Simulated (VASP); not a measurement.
# ZnS (klda) (F-43m) in VASP: relaxation of cell and atoms with LDA

Aim: the relaxation of cell and atoms of ZnS (klda) with LDA.

All numbers are computed with VASP 6.6.1; they aren't measurements. Logs are shortened: lines on timing, memory, paths and dates and some standing lists are left out, and cuts for length are marked.

## 1. The cell of the first run

The structure is cubic, space group F-43m (No. 216). Conventional cell: a = 5.387 Å, b = 5.387 Å, c = 5.387 Å, α = 90.00°, β = 90.00°, γ = 90.00°. Within 3.1 Å of Zn (site symmetry -43m) lie 4 S at 2.33 Å. Within 3.1 Å of S (site symmetry -43m) lie 4 Zn at 2.33 Å.

## 2. Relaxation of cell and atoms, LDA

Contents of INCAR:

```
SYSTEM = ZnS
PREC     = Accurate       ! precision mode
ENCUT    = 600            ! plane-wave cutoff, eV
EDIFF    = 1E-6           ! SCF threshold, eV
ISMEAR   = 0              ! smearing method
SIGMA    = 0.02           ! smearing width, eV
LREAL    = .FALSE.        ! projectors in reciprocal space
LASPH    = .TRUE.         ! aspherical terms in the spheres
NELM     = 60             ! most SCF steps
ALGO     = Normal         ! electronic algorithm
ISIF     = 3              ! what is computed and relaxed
LWAVE    = .FALSE.        ! write WAVECAR
LCHARG   = .FALSE.        ! write CHGCAR
IBRION   = 2              ! ionic algorithm
NSW      = 100            ! ionic steps
EDIFFG   = -0.002         ! ionic threshold
```

Contents of KPOINTS:

```
regular mesh
0
G
  10 10 10
  0 0 0
```

Contents of POSCAR:

```
ZnS
1.0
    0.0000000000      2.6936828800      2.6936828800
    2.6936828800      0.0000000000      2.6936828800
    2.6936828800      2.6936828800      0.0000000000
Zn S
1 1
Direct
    0.0000000000      0.0000000000      0.0000000000
    0.7500000000      0.7500000000      0.7500000000
```

Potentials or basis: VASP PAW LDA potentials, release 64 (Zn, S).

The run is started by

```bash
cat potpaw_LDA.64/Zn/POTCAR potpaw_LDA.64/S/POTCAR > POTCAR
mpirun -np 1 vasp_std > vasp.out
```

OUTCAR:

```text
SYSTEM = ZnS
   PREC = Accurate
   ENCUT = 600
   EDIFF = 1E-6
   ISMEAR = 0
   LREAL = .FALSE.
   LASPH = .TRUE.
   NELM = 60
   ISIF = 3
   IBRION = 2
   NSW = 100
   EDIFFG = -0.002

 ion  position               nearest neighbor table
   1  0.000  0.000  0.000-   2 2.33   2 2.33   2 2.33   2 2.33
   2  0.750  0.750  0.750-   1 2.33   1 2.33   1 2.33   1 2.33

  LATTYP: Found a face centered cubic cell.
 ALAT       =     5.3873657600

  Lattice vectors:

 A1 = (   0.0000000000,   2.6936828800,   2.6936828800)
 A2 = (   2.6936828800,   0.0000000000,   2.6936828800)
 A3 = (   2.6936828800,   2.6936828800,   0.0000000000)

Analysis of symmetry for initial positions (statically):
=====================================================================
 Subroutine PRICEL returns:
 Original cell was already a primitive cell.

 Routine SETGRP: Setting up the symmetry group for a
 face centered cubic supercell.

 Subroutine GETGRP returns: Found 24 space group operations
 (whereof 24 operations were pure point group operations)
 out of a pool of 48 trial point group operations.

The static configuration has the point symmetry T_d .

Analysis of symmetry for dynamics (positions and initial velocities):
=====================================================================
 Subroutine PRICEL returns:
 Original cell was already a primitive cell.

 Routine SETGRP: Setting up the symmetry group for a
 face centered cubic supercell.

 Subroutine GETGRP returns: Found 24 space group operations
 (whereof 24 operations were pure point group operations)
 out of a pool of 48 trial point group operations.

The dynamic configuration has the point symmetry T_d .

 Subroutine INISYM returns: Found 24 space group operations
 (whereof 24 operations are pure point group operations),
 and found     1 'primitive' translations

----------------------------------------------------------------------------------------

                                     Primitive cell

  volume of cell :      39.0903

  direct lattice vectors                    reciprocal lattice vectors
     0.000000000  2.693682880  2.693682880    -0.185619474  0.185619474  0.185619474
     2.693682880  0.000000000  2.693682880     0.185619474 -0.185619474  0.185619474
     2.693682880  2.693682880  0.000000000     0.185619474  0.185619474 -0.185619474

  length of vectors
     3.809442862  3.809442862  3.809442862     0.321502360  0.321502360  0.321502360

  position of ions in fractional coordinates (direct lattice)
     0.000000000  0.000000000  0.000000000
     0.750000000  0.750000000  0.750000000

  ion indices of the primitive-cell ions
   primitive index   ion index
                 1           1
                 2           2

----------------------------------------------------------------------------------------

 KPOINTS: regular mesh

Automatic generation of k-mesh.
 Grid dimensions read from file:
 generate k-points for:   10   10   10

 Generating k-lattice:

  Cartesian coordinates                     Fractional coordinates (reciprocal lattice)
    -0.018561947  0.018561947  0.018561947     0.100000000  0.000000000  0.000000000
     0.018561947 -0.018561947  0.018561947     0.000000000  0.100000000  0.000000000
     0.018561947  0.018561947 -0.018561947     0.000000000  0.000000000  0.100000000

  Length of vectors
     0.032150236  0.032150236  0.032150236

  Shift w.r.t. Gamma in fractional coordinates (k-lattice)
     0.000000000  0.000000000  0.000000000

 Subroutine IBZKPT returns following result:
 ===========================================

 Found     47 irreducible k-points:

 Following reciprocal coordinates:
            Coordinates               Weight
  0.000000  0.000000  0.000000      1.000000
  0.100000  0.000000  0.000000      8.000000
  0.200000  0.000000  0.000000      8.000000
  0.300000  0.000000  0.000000      8.000000
  0.400000  0.000000  0.000000      8.000000
  0.500000  0.000000  0.000000      4.000000
[... 16 lines left out ...]
  0.300000  0.300000  0.000000      6.000000
  0.400000  0.300000  0.000000     24.000000
 [... further k-points ...]
   k-points           NKPTS =     47   k-points in BZ     NKDIM =     47   number of bands    NBANDS=     13
   number of dos      NEDOS =    301   number of ions     NIONS =      2
   total plane-waves  NPLWV =  27000
   dimension x,y,z NGX =    30 NGY =   30 NGZ =   30
   dimension x,y,z NGXF=    60 NGYF=   60 NGZF=   60
   ions per type =               1   1
   NGX,Y,Z   is equivalent  to a cutoff of  13.09, 13.09, 13.09 a.u.
   NGXF,Y,Z  is equivalent  to a cutoff of  26.18, 26.18, 26.18 a.u.
 SYSTEM =  ZnS
   PREC   = accura    normal or accurate (medium, high low for compatibility)
   ISTART =      0    job   : 0-new  1-cont  2-samecut
   ICHARG =      2    charge: 1-file 2-atom 10-const
   ISPIN  =      1    spin polarized calculation?
   LNONCOLLINEAR =      F non collinear calculations
   LSORBIT =      F    spin-orbit coupling
   LASPH  =      T    aspherical Exc in radial PAW
   ENCUT  =  600.0 eV  44.10 Ry    6.64 a.u.   7.61  7.61  7.61*2*pi/ulx,y,z
   NELM   =     60;   NELMIN=  2; NELMDL= -5     # of ELM steps
   EDIFF  = 0.1E-05   stopping-criterion for ELM
   LREAL  =      F    real-space projection
   EDIFFG = -.2E-02   stopping-criterion for IOM
   NSW    =    100    number of steps for IOM
   IBRION =      2    ionic relax: 0-MD 1-quasi-New 2-CG
   NFREE  =      1    steps in history (QN), initial steepest desc. (CG)
   ISIF   =      3    stress and relaxation
   ISYM   =      2    0-nonsym 1-usesym 2-fastsym
   POTIM  = 0.5000    time-step for ionic-motion
   TEBEG  =    0.0;   TEEND  =   0.0 temperature during run
   PSTRESS=    0.0 pullay stress
   NELECT =      18.0000    total number of electrons
   NUPDOWN=      -1.0000    fix difference up-down
   EMIN   =  10.00;   EMAX   =-10.00  energy-range for DOS
   EFERMI =   0.00;   METHOD = LEGACY
   ISMEAR =     0;   SIGMA  =   0.02  broadening in eV -4-tet -1-fermi 0-gaus
   EFERMI_NEDOS =   21; number of points for ismear=-14 and -15
   IALGO  =     38    algorithm
   IMIX   =      4    mixing-type and parameters
     AMIX     =   0.40;   BMIX     =  1.00
     AMIX_MAG =   1.60;   BMIX_MAG =  1.00
  volume/ion in A,a.u.               =      19.55       131.90
  Fermi-wavevector in a.u.,A,eV,Ry     =   1.264181  2.388955 21.744194  1.598153
  Thomas-Fermi vector in A             =   2.397499
   LORBIT       =      0    0 simple, 1 ext, 2 COOP (PROOUT), +10 PAW based schemes
   GGA     = CA    functional components
   LHFCALC =     F    Hartree Fock is set to
   AEXX    =    0.0000 exact exchange contribution
   IVDW    =     0    specifies the selected vdW correction
   LEPSILON=     F    determine dielectric tensor
   LRPA    =     F    only Hartree local field effects (RPA)
 conjugate gradient relaxation of ions
 non-spin polarized calculation
 Gauss-broadening in eV      SIGMA  =   0.02
  energy-cutoff  :      600.00
  volume of cell :       39.09
 maximum number of plane-waves:      1326
   NGX = 15   NGY = 15   NGZ = 15

--------------------------------------- Ionic step        1  -------------------------------------------

 number of electron      18.0000016 magnetization

 Free energy of the ion-electron system (eV)
  ---------------------------------------------------
  ext. energy  EPLUGINS =         0.00000000
  ---------------------------------------------------
  free energy    TOTEN  =        -8.18634966 eV

  energy without entropy =       -8.18634966  energy(sigma->0) =       -8.18634966

------------------------ aborting loop because EDIFF is reached ----------------------------------------

  FORCE on cell =-STRESS in cart. coord.  units (eV):
  Direction    XX          YY          ZZ          XY          YZ          ZX
  --------------------------------------------------------------------------------------
  -------------------------------------------------------------------------------------
  Total       -0.8908531     -0.8908531     -0.8908531      0.0000000      0.0000000     -0.0000000
  in kB      -36.5129789    -36.5129789    -36.5129789      0.0000000      0.0000000     -0.0000000
  external PRESSURE =     -36.5129789 kB  Pullay stress =       0.0000000 kB
[... 165 lines left out ...]
  energy  without entropy=       -8.2085798699  energy(sigma->0) =       -8.20857987

--------------------------------------- Ionic step        6  -------------------------------------------

 number of electron      17.9999988 magnetization

 Free energy of the ion-electron system (eV)
  ---------------------------------------------------
  ext. energy  EPLUGINS =         0.00000000
  ---------------------------------------------------
  free energy    TOTEN  =        -8.20859065 eV

  energy without entropy =       -8.20859065  energy(sigma->0) =       -8.20859065

 E-fermi :   2.5769     XC(G=0): -10.3037

 val. band max:        2.4854363152   @ k =   0.0000   0.0000   0.0000
 cond. band min:       4.6335448526   @ k =   0.0000   0.0000   0.0000
 fundamental gap:      2.1481085374
 Fermi energy:         2.5768609048

 k-point     1 :       0.0000    0.0000    0.0000
  band No.  band energies     occupation
      1     -11.0410      2.00000
      2      -4.2590      2.00000
      3      -4.2590      2.00000
      4      -4.2590      2.00000
      5      -3.7093      2.00000
      6      -3.7093      2.00000
      7       2.4854      2.00000
      8       2.4854      2.00000
      9       2.4854      2.00000
     10       4.6335      0.00000
     11       8.6968      0.00000
     12       8.6968      0.00000
     13       8.6968      0.00000
[... 353 lines left out ...]
 k-point    24 :       0.4000    0.3000    0.0000
  band No.  band energies     occupation
      1      -9.9463      2.00000
      2      -4.3092      2.00000
      3      -3.9878      2.00000
      4      -3.9804      2.00000
      5      -3.6875      2.00000
      6      -3.6435      2.00000
      7      -1.5066      2.00000
      8       0.2752      2.00000
      9       0.5118      2.00000
     10       6.2587      0.00000
     11       7.0910      0.00000
     12      11.2755      0.00000
     13      12.2529      0.00000

 [... further k-points ...]
[... 5 lines left out ...]
  --------------------------------------------------------------------------------------
  -------------------------------------------------------------------------------------
  Total       -0.0024086     -0.0024086     -0.0024086     -0.0000000      0.0000000      0.0000000
  in kB       -0.1035894     -0.1035894     -0.1035894     -0.0000000      0.0000000      0.0000000
  external PRESSURE =      -0.1035894 kB  Pullay stress =       0.0000000 kB
[... 17 lines left out ...]
  FREE ENERGIE OF THE ION-ELECTRON SYSTEM (eV)
  ---------------------------------------------------
  free  energy   TOTEN  =        -8.2085906490 eV

  energy  without entropy=       -8.2085906490  energy(sigma->0) =       -8.20859065

 reached required accuracy - stopping structural energy minimisation
```

It took 60 s on 1 thread of Intel Xeon 6975P-C, shared host; peak memory 0.17 GiB.

What came out:

| Quantity | Value |
| --- | --- |
| Free energy | -8.2086 eV |
| Relaxed volume | 18.63 Å³/atom |
| Relaxed cell | a = 3.749 Å, b = 3.749 Å, c = 3.749 Å, α = 60.00°, β = 60.00°, γ = 60.00° |
| Space group after relaxing (to 0.05 Å) | F-43m (No. 216) |
| Energy gained by relaxing | 11.1 meV/atom |
| Ionic steps | 6 |
| Pressure after relaxing | 0.0 GPa |
| Band gap on the k mesh | 2.15 eV, direct |

Step by step:
| step | energy change (eV) | largest force (eV/Å) | pressure (GPa) | volume (Å³) |
| --- | --- | --- | --- | --- |
| 1 | 0.0000 | 0.0000 | -3.65 | 39.09 |
| 2 | -0.0192 | 0.0000 | 1.51 | 36.62 |
| 3 | -0.0222 | 0.0000 | -0.09 | 37.24 |
| 4 | -0.0222 | 0.0000 | 0.15 | 37.21 |
| 5 | -0.0222 | 0.0000 | -0.07 | 37.30 |
| 6 | -0.0222 | 0.0000 | -0.01 | 37.25 |

Final structure:
```
Zn S
1.0
     0.00000    2.65080    2.65080
     2.65080    0.00000    2.65080
     2.65080    2.65080    0.00000
Zn S
1 1
Cartesian
  0.0000 0.0000 0.0000
  3.9762 3.9762 3.9762
```
